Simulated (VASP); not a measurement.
A run of VASP 6.6.1:

Contents of INCAR:

```
SYSTEM = NaI
PREC = Accurate
ENCUT = 520
EDIFF = 1E-6
ISMEAR = 0
SIGMA = 0.01
LREAL = .False.
LASPH = .True.
NELM = 60
ALGO = Normal
ISIF = 2
LWAVE = .False.
LCHARG = .False.
GGA = PE
NBANDS = 14
```

KPOINTS

```
Automatic mesh
0
Gamma
  4 4 4
  0 0 0
```

File POSCAR:

```
NaI
1.0
    0.0000000000      3.2364000000      3.2364000000
    3.2364000000      0.0000000000      3.2364000000
    3.2364000000      3.2364000000      0.0000000000
I Na
1 1
Direct
    0.5000000000      0.5000000000      0.5000000000
    0.0000000000      0.0000000000      0.0000000000
```

Potentials or basis: VASP PAW PBE potentials, release 64 (I, Na_pv).

Run with:

```sh
$ cat potpaw_PBE.64/I/POTCAR potpaw_PBE.64/Na_pv/POTCAR > POTCAR
$ mpirun -np 1 vasp_std > vasp.out
```

Hardware: 1 thread of AMD EPYC 9R14 (Zen 4) (shared host).

How long does it take, and how much memory?

It took 8.7 s on 1 thread of AMD EPYC 9R14 (Zen 4) (shared host), peak memory 0.17 GiB. Counts: scf iterations 11, k points 8.
